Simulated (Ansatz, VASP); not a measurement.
# Two plane-wave programs on Si

```
Si
1.0
     0.00000    5.43000    5.43000
     5.43000    0.00000    5.43000
     5.43000    5.43000    0.00000
Si
17
Direct
  0.99976 0.99876 0.00138
  0.12177 0.12806 0.12245
  0.99352 0.00234 0.50265
  0.12117 0.12869 0.62882
  0.99991 0.50058 0.00093
  0.12471 0.62515 0.12524
  0.99980 0.50117 0.49880
  0.12168 0.62214 0.62833
  0.50181 0.00211 0.99407
  0.62747 0.12802 0.12251
  0.50132 0.00247 0.50266
  0.62481 0.12503 0.62534
  0.49844 0.50055 0.00081
  0.62764 0.62216 0.12235
  0.50179 0.49376 0.50236
  0.62751 0.62230 0.62820
  0.37454 0.87517 0.37556
```

Alike in both runs: functional PBEsol; k mesh 2 × 2 × 2; occupations gaussian, width 0.02 eV; no spin polarisation.

Ansatz relaxed the structure, and its values are those at the end. VASP's run is a single point on that final structure, the one shown.

|  | VASP | Ansatz |
| --- | --- | --- |
| version | VASP 6.6.1 | Ansatz 0.2.0 |
| potentials or method | VASP PAW PBE potentials, release 64 (Si), cutoff 520 eV | scalar-relativistic, plane waves, PAW |
| valence electrons in the cell | 68 | 68 |

Ansatz gave:

```
rms of the force components (eV/Å) : 0.007
```

Problem. Which values does VASP return?

Solution. rms of the force components (eV/Å): 0.008.

VASP's potentials were made for PBE, not for PBEsol, and Ansatz warns of the same on its side.

The k mesh is coarse, so the values compare programs but aren't converged.
